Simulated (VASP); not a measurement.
# LiB2 (R-3m) in VASP: notebook

The runs below take LiB2 through single point, relaxation of cell and atoms, with PBE.

Everything below comes from runs of VASP 6.6.1. Logs are shortened: lines on timing, memory, paths and dates and some standing lists are left out, and cuts for length are marked.

**1. The cell of the first run**

The structure is trigonal, space group R-3m (No. 166). The conventional cell has a = 3.447 Å, b = 3.447 Å, c = 6.917 Å, α = 90.00°, β = 90.00°, γ = 120.00°. Within 2.7 Å of Li (site symmetry -3m) lie 8 B at 2.01 to 2.59 Å. Within 2.3 Å of B (site symmetry 3m) lie 4 B at 1.74 to 2.07 Å and 3 Li at 2.01 Å.

**2. Single point, PBE**

The input, INCAR:

```
ALGO     = Normal         # electronic algorithm
EDIFF    = 1E-6           # SCF threshold, eV
ENCUT    = 520            # plane-wave cutoff, eV
GGA      = PE             # functional
ISIF     = 2              # what is computed and relaxed
ISMEAR   = 0              # smearing method
LASPH    = T              # aspherical terms in the spheres
LCHARG   = T              # write CHGCAR
LELF     = T              # ELF
LREAL    = F              # projectors in reciprocal space
LVHAR    = T            
LWAVE    = F              # write WAVECAR
NBANDS   = 12             # bands
NELM     = 60             # most SCF steps
PREC     = Accurate       # precision mode
SIGMA    = 0.1            # smearing width, eV
```

The input, KPOINTS:

```
k-points
0
Gamma
  6 6 6
```

The input, POSCAR:

```
LiB2
1.0
    1.7234699351      0.9950458319      2.3056703366
   -1.7234699351      0.9950458319      2.3056703366
    0.0000000000     -1.9900916609      2.3056703379
Li B
1 2
Direct
    0.0000000000      0.0000000000      0.0000000000
    0.3739839154      0.3739839154      0.3739839154
    0.6260160846      0.6260160846      0.6260160846
```

Potentials or basis: VASP PAW PBE potentials, release 64 (Li_sv, B).

On the command line:

```bash
> cat potpaw_PBE.64/Li_sv/POTCAR potpaw_PBE.64/B/POTCAR > POTCAR
> mpirun -np 1 vasp_std > vasp.out
```

OUTCAR:

```text
EDIFF = 1E-6
   ENCUT = 520
   GGA = PE
   ISIF = 2
   ISMEAR = 0
   LASPH = T
   LREAL = F
   NELM = 60
   PREC = Accurate

 ion  position               nearest neighbor table
   1  0.000  0.000  0.000-   3 2.01   2 2.01   3 2.01   3 2.01   2 2.01   2 2.01
   2  0.374  0.374  0.374-   3 1.74   1 2.01   1 2.01   1 2.01   3 2.07   3 2.07   3 2.07
   3  0.626  0.626  0.626-   2 1.74   1 2.01   1 2.01   1 2.01   2 2.07   2 2.07   2 2.07

  LATTYP: Found a trigonal (rhomboedric) cell.
 ALAT       =     3.0457479419
 COS(alpha) =     0.3596026879

  Lattice vectors:

 A1 = (   1.7234699351,   0.9950458319,   2.3056703366)
 A2 = (  -1.7234699351,   0.9950458319,   2.3056703366)
 A3 = (   0.0000000000,  -1.9900916609,   2.3056703379)

Analysis of symmetry for initial positions (statically):
=====================================================================
 Subroutine PRICEL returns:
 Original cell was already a primitive cell.

 Routine SETGRP: Setting up the symmetry group for a
 trigonal (rhombohedral) supercell.

 Subroutine GETGRP returns: Found 12 space group operations
 (whereof 12 operations were pure point group operations)
 out of a pool of 12 trial point group operations.

The static configuration has the point symmetry D_3d.

Analysis of symmetry for dynamics (positions and initial velocities):
=====================================================================
 Subroutine PRICEL returns:
 Original cell was already a primitive cell.

 Routine SETGRP: Setting up the symmetry group for a
 trigonal (rhombohedral) supercell.

 Subroutine GETGRP returns: Found 12 space group operations
 (whereof 12 operations were pure point group operations)
 out of a pool of 12 trial point group operations.

The dynamic configuration has the point symmetry D_3d.

 Subroutine INISYM returns: Found 12 space group operations
 (whereof 12 operations are pure point group operations),
 and found     1 'primitive' translations

----------------------------------------------------------------------------------------

                                     Primitive cell

  volume of cell :      23.7244

  direct lattice vectors                    reciprocal lattice vectors
     1.723469935  0.995045832  2.305670337     0.290112400  0.167496473  0.144571116
    -1.723469935  0.995045832  2.305670337    -0.290112400  0.167496473  0.144571116
     0.000000000 -1.990091661  2.305670338     0.000000000 -0.334992945  0.144571116

  length of vectors
     3.045747942  3.045747942  3.045747942     0.364857617  0.364857617  0.364857617

  position of ions in fractional coordinates (direct lattice)
     0.000000000  0.000000000  0.000000000
     0.373983915  0.373983915  0.373983915
     0.626016085  0.626016085  0.626016085

  ion indices of the primitive-cell ions
   primitive index   ion index
                 1           1
                 2           2
                 3           3

----------------------------------------------------------------------------------------

 KPOINTS: k-points

Automatic generation of k-mesh.
 Grid dimensions read from file:
 generate k-points for:    6    6    6

 Generating k-lattice:

  Cartesian coordinates                     Fractional coordinates (reciprocal lattice)
     0.048352067  0.027916079  0.024095186     0.166666667 -0.000000000 -0.000000000
    -0.048352067  0.027916079  0.024095186    -0.000000000  0.166666667 -0.000000000
     0.000000000 -0.055832157  0.024095186     0.000000000  0.000000000  0.166666667

  Length of vectors
     0.060809603  0.060809603  0.060809603

  Shift w.r.t. Gamma in fractional coordinates (k-lattice)
     0.000000000  0.000000000  0.000000000

 Subroutine IBZKPT returns following result:
 ===========================================

 Found     32 irreducible k-points:

 Following reciprocal coordinates:
            Coordinates               Weight
  0.000000  0.000000  0.000000      1.000000
  0.166667 -0.000000  0.000000      6.000000
  0.333333 -0.000000 -0.000000      6.000000
  0.500000  0.000000 -0.000000      3.000000
  0.166667  0.166667 -0.000000      6.000000
  0.333333  0.166667 -0.000000     12.000000
[... 16 lines left out ...]
  0.500000  0.500000  0.166667      6.000000
 -0.333333  0.500000  0.166667     12.000000
 [... further k-points ...]
   k-points           NKPTS =     32   k-points in BZ     NKDIM =     32   number of bands    NBANDS=     12
   number of dos      NEDOS =    301   number of ions     NIONS =      3
   total plane-waves  NPLWV =  13824
   dimension x,y,z NGX =    24 NGY =   24 NGZ =   24
   dimension x,y,z NGXF=    48 NGYF=   48 NGZF=   48
   ions per type =               1   2
   NGX,Y,Z   is equivalent  to a cutoff of  13.10, 13.10, 13.10 a.u.
   NGXF,Y,Z  is equivalent  to a cutoff of  26.20, 26.20, 26.20 a.u.
 SYSTEM =  unknown system
   PREC   = accura    normal or accurate (medium, high low for compatibility)
   ISTART =      0    job   : 0-new  1-cont  2-samecut
   ICHARG =      2    charge: 1-file 2-atom 10-const
   ISPIN  =      1    spin polarized calculation?
   LNONCOLLINEAR =      F non collinear calculations
   LSORBIT =      F    spin-orbit coupling
   LASPH  =      T    aspherical Exc in radial PAW
   ENCUT  =  520.0 eV  38.22 Ry    6.18 a.u.   5.66  5.66  5.66*2*pi/ulx,y,z
   NELM   =     60;   NELMIN=  2; NELMDL= -5     # of ELM steps
   EDIFF  = 0.1E-05   stopping-criterion for ELM
   LREAL  =      F    real-space projection
   EDIFFG = 0.1E-04   stopping-criterion for IOM
   NSW    =      0    number of steps for IOM
   IBRION =     -1    ionic relax: 0-MD 1-quasi-New 2-CG
   NFREE  =      0    steps in history (QN), initial steepest desc. (CG)
   ISIF   =      2    stress and relaxation
   ISYM   =      2    0-nonsym 1-usesym 2-fastsym
   POTIM  = 0.5000    time-step for ionic-motion
   TEBEG  =    0.0;   TEEND  =   0.0 temperature during run
   PSTRESS=    0.0 pullay stress
   NELECT =       9.0000    total number of electrons
   NUPDOWN=      -1.0000    fix difference up-down
   EMIN   =  10.00;   EMAX   =-10.00  energy-range for DOS
   EFERMI =   0.00;   METHOD = LEGACY
   ISMEAR =     0;   SIGMA  =   0.10  broadening in eV -4-tet -1-fermi 0-gaus
   EFERMI_NEDOS =   21; number of points for ismear=-14 and -15
   IALGO  =     38    algorithm
   IMIX   =      4    mixing-type and parameters
     AMIX     =   0.40;   BMIX     =  1.00
     AMIX_MAG =   1.60;   BMIX_MAG =  1.00
  volume/ion in A,a.u.               =       7.91        53.37
  Fermi-wavevector in a.u.,A,eV,Ry     =   1.185106  2.239526 19.109064  1.404477
  Thomas-Fermi vector in A             =   2.321307
   LORBIT       =      0    0 simple, 1 ext, 2 COOP (PROOUT), +10 PAW based schemes
   GGA     = PE    functional components
   LHFCALC =     F    Hartree Fock is set to
   AEXX    =    0.0000 exact exchange contribution
   IVDW    =     0    specifies the selected vdW correction
   LEPSILON=     F    determine dielectric tensor
   LRPA    =     F    only Hartree local field effects (RPA)
 non-spin polarized calculation
 Gauss-broadening in eV      SIGMA  =   0.10
  energy-cutoff  :      520.00
  volume of cell :       23.72
 maximum number of plane-waves:       656
 NGX is ok and might be reduce to    24
   NGX = 11   NGY = 11   NGZ = 11

 number of electron       9.0000003 magnetization

 Free energy of the ion-electron system (eV)
  ---------------------------------------------------
  ext. energy  EPLUGINS =         0.00000000
  ---------------------------------------------------
  free energy    TOTEN  =       -13.54328141 eV

  energy without entropy =      -13.54126725  energy(sigma->0) =      -13.54227433

 E-fermi :   4.3948     XC(G=0): -10.9261

 val. band max:        4.3882960445   @ k =   0.3333   0.1667   0.1667
 cond. band min:       4.5901863347   @ k =  -0.3333   0.3333   0.0000
 fundamental gap:      0.2018902902
 Fermi energy:         4.3947994120

 k-point     1 :       0.0000    0.0000    0.0000
  band No.  band energies     occupation
      1     -40.1730      2.00000
      2      -7.0048      2.00000
      3       6.4024      0.00000
      4       6.4024      0.00000
      5       6.7046      0.00000
      6       7.3796      0.00000
      7       7.3796      0.00000
      8       9.8100      0.00000
      9      15.8933      0.00000
     10      19.3920      0.00000
     11      20.6825      0.00000
     12      20.6826      0.00000

 k-point     2 :       0.1667   -0.0000    0.0000
  band No.  band energies     occupation
      1     -40.1695      2.00000
      2      -6.6599      2.00000
      3       3.2300      2.00000
      4       5.4975      0.00000
      5       6.1480      0.00000
      6       8.7463      0.00000
      7       9.2825      0.00000
      8      11.4353      0.00000
      9      15.5824      0.00000
     10      17.7011      0.00000
     11      18.9384      0.00000
     12      20.4842      0.00000

 k-point     3 :       0.3333   -0.0000   -0.0000
  band No.  band energies     occupation
      1     -40.1619      2.00000
      2      -5.6893      2.00000
      3       0.0097      2.00000
      4       4.8163      0.00000
      5       5.3901      0.00000
      6      10.1278      0.00000
      7      10.4523      0.00000
      8      13.3765      0.00000
      9      14.8642      0.00000
     10      16.9750      0.00000
     11      18.5161      0.00000
     12      21.9954      0.00000

 k-point     4 :       0.5000    0.0000   -0.0000
  band No.  band energies     occupation
      1     -40.1582      2.00000
      2      -4.8095      2.00000
      3      -1.6547      2.00000
      4       4.6123      0.00210
      5       5.0791      0.00000
      6      10.4204      0.00000
      7      11.0464      0.00000
      8      14.1123      0.00000
      9      14.1528      0.00000
     10      18.6839      0.00000
     11      18.6864      0.00000
     12      20.4611      0.00000

 k-point     5 :       0.1667    0.1667   -0.0000
  band No.  band energies     occupation
      1     -40.1672      2.00000
      2      -6.4696      2.00000
      3       3.5886      2.00000
      4       4.7342      0.00000
      5       5.3415      0.00000
      6       8.2946      0.00000
      7      10.8596      0.00000
      8      10.9167      0.00000
      9      14.1583      0.00000
     10      17.4251      0.00000
     11      20.9132      0.00000
     12      21.1046      0.00000
[... 228 lines left out ...]
      1     -40.1514      2.00000
      2      -3.5769      2.00000
      3      -0.7633      2.00000
      4       1.0380      2.00000
      5       3.2036      2.00000
      6      10.1929      0.00000
      7      12.2920      0.00000
      8      12.7677      0.00000
      9      16.9654      0.00000
     10      17.4905      0.00000
     11      19.8845      0.00000
     12      21.7709      0.00000

 k-point    22 :      -0.1667    0.3333    0.1667
  band No.  band energies     occupation
      1     -40.1560      2.00000
      2      -4.7883      2.00000
      3       0.2362      2.00000
      4       2.1979      2.00000
      5       3.3724      2.00000
      6       9.9826      0.00000
      7      12.2711      0.00000
      8      13.9364      0.00000
      9      15.3072      0.00000
     10      18.6486      0.00000
     11      20.3787      0.00000
     12      21.6560      0.00000

 k-point    23 :       0.5000    0.5000    0.1667
  band No.  band energies     occupation
      1     -40.1485      2.00000
      2      -2.8093      2.00000
      3      -0.8892      2.00000
      4       1.2578      2.00000
      5       2.4614      2.00000
      6       8.3582      0.00000
      7      11.5098      0.00000
      8      13.5301      0.00000
      9      13.7652      0.00000
     10      20.1034      0.00000
     11      21.7413      0.00000
     12      22.2251      0.00000

 k-point    24 :      -0.3333    0.5000    0.1667
  band No.  band energies     occupation
      1     -40.1492      2.00000
      2      -2.5417      2.00000
      3      -1.4275      2.00000
      4       0.8195      2.00000
      5       2.4638      2.00000
      6       9.5544      0.00000
      7      11.7993      0.00000
      8      13.2436      0.00000
      9      16.2538      0.00000
     10      18.3452      0.00000
     11      21.3616      0.00000
     12      22.2921      0.00000

 [... further k-points ...]
[... 5 lines left out ...]
  --------------------------------------------------------------------------------------
  -------------------------------------------------------------------------------------
  Total        0.0944867      0.0944867     -0.0354449      0.0000000     -0.0000000      0.0000000
  in kB        6.3809607      6.3809607     -2.3936989      0.0000000     -0.0000000      0.0000000
  external PRESSURE =       3.4560742 kB  Pullay stress =       0.0000000 kB

 VOLUME and BASIS-vectors are now :
 -----------------------------------------------------------------------------
  energy-cutoff  :      520.00
  volume of cell :       23.72
      direct lattice vectors                 reciprocal lattice vectors
     1.723469935  0.995045832  2.305670337     0.290112400  0.167496473  0.144571116
    -1.723469935  0.995045832  2.305670337    -0.290112400  0.167496473  0.144571116
     0.000000000 -1.990091661  2.305670338     0.000000000 -0.334992945  0.144571116

 POSITION                                       TOTAL-FORCE (eV/Angst)
 -----------------------------------------------------------------------------------
      0.00000      0.00000      0.00000         0.000000      0.000000     -0.000000
      0.00000      0.00000      2.58685         0.000000      0.000000      0.010825
      0.00000      0.00000      4.33016         0.000000     -0.000000     -0.010825
 -----------------------------------------------------------------------------------
    total drift:                                0.000000      0.000000      0.000000

  FREE ENERGIE OF THE ION-ELECTRON SYSTEM (eV)
  ---------------------------------------------------
  free  energy   TOTEN  =       -13.5432814081 eV

  energy  without entropy=      -13.5412672459  energy(sigma->0) =      -13.54227433
```

Wall time 3.1 s (1 thread of Intel Xeon 6975P-C (Granite Rapids), shared host); peak memory 0.13 GiB.

Results:

```yaml
Free_energy: -13.5433 eV
Largest_force: 0.011 eV/Å
```

Forces on the atoms (eV/Å):
```
Li   0.000  0.000  0.000
B    0.000  0.000  0.011
B    0.000  0.000 -0.011
```

Levels at points of the mesh, in eV from the Fermi level:
| k point | band 2 | band 3 | band 4 | band 5 | band 6 | band 7 | band 8 | band 9 |
| --- | --- | --- | --- | --- | --- | --- | --- | --- |
| (0.00, 0.00, 0.00) | -11.40 | 2.01 | 2.01 | 2.31 | 2.98 | 2.98 | 5.42 | 11.50 |
| (0.50, 0.00, 0.00) | -9.20 | -6.05 | 0.22 | 0.68 | 6.03 | 6.65 | 9.72 | 9.76 |
| (0.50, 0.50, 0.00) | -6.54 | -6.53 | -3.59 | -0.54 | 4.04 | 4.75 | 10.80 | 12.01 |
| (0.50, 0.50, 0.50) | -6.69 | -6.02 | -0.90 | -0.90 | 3.60 | 3.81 | 3.81 | 12.97 |

Caveat: the k points lie up to 0.38 Å⁻¹ apart; the cutoff is under 1.25 times the usual one of these potentials, so pressure, stress and relaxed cells hold a basis-set (Pulay) error.

**3. Single point, PBE**

This run uses another cell than the first one, of 11.16 Å³/atom, 1.411 times its volume.

The input, INCAR:

```
ALGO = Normal
EDIFF = 1E-6
ENCUT = 520
GGA = PE
ISIF = 2
ISMEAR = 0
LASPH = True
LCHARG = False
LREAL = False
LWAVE = False
NBANDS = 12
NELM = 80
PREC = Accurate
SIGMA = 0.1
```

KPOINTS is that of step 2.

The input, POSCAR:

```
LiB2
1.0
    1.5561432300      0.8984397200      3.9908309700
   -1.5561432300      0.8984397200      3.9908309700
    0.0000000000     -1.7968794300      3.9908309700
Li B
1 2
Direct
    0.0000000000      0.0000000000      0.0000000000
    0.4160641100      0.4160641100      0.4160641100
    0.5839358900      0.5839358900      0.5839358900
```

Potentials or basis: VASP PAW PBE potentials, release 64 (Li_sv, B).

On the command line:

```bash
> cat potpaw_PBE.64/Li_sv/POTCAR potpaw_PBE.64/B/POTCAR > POTCAR
> mpirun -np 1 vasp_std > vasp.out
```

Wall time 9 s (1 thread of Intel Xeon 6975P-C (Granite Rapids), shared host); peak memory 0.19 GiB.

Results (log left out):

```
Free energy   : -9.3875 eV
Largest force : 2.479 eV/Å
```

Forces on the atoms (eV/Å):
```
Li   0.000  0.000  0.000
B    0.000  0.000  2.479
B    0.000  0.000 -2.479
```

Levels at points of the mesh, in eV from the Fermi level:
| k point | band 1 | band 2 | band 3 | band 4 | band 5 | band 6 | band 7 | band 8 | band 9 |
| --- | --- | --- | --- | --- | --- | --- | --- | --- | --- |
| (0.00, 0.00, 0.00) | -44.65 | -9.69 | -2.83 | -2.58 | 3.42 | 3.42 | 4.41 | 4.41 | 8.46 |
| (0.50, 0.00, 0.00) | -44.63 | -7.11 | -3.88 | -2.41 | -0.41 | 1.71 | 2.09 | 2.84 | 7.31 |
| (0.50, 0.50, 0.00) | -44.63 | -5.83 | -5.76 | -1.83 | -1.60 | 0.34 | 3.59 | 5.54 | 8.23 |
| (0.50, 0.50, 0.50) | -44.65 | -8.19 | -7.66 | 2.77 | 2.77 | 3.48 | 5.20 | 5.20 | 6.87 |

Caveat: the k points lie up to 0.40 Å⁻¹ apart; the cutoff is under 1.25 times the usual one of these potentials, so pressure, stress and relaxed cells hold a basis-set (Pulay) error; forces of over 1 eV/Å act on the atoms, so gaps and moduli don't describe the material at rest.

(Part 1 of 2 ends here.)
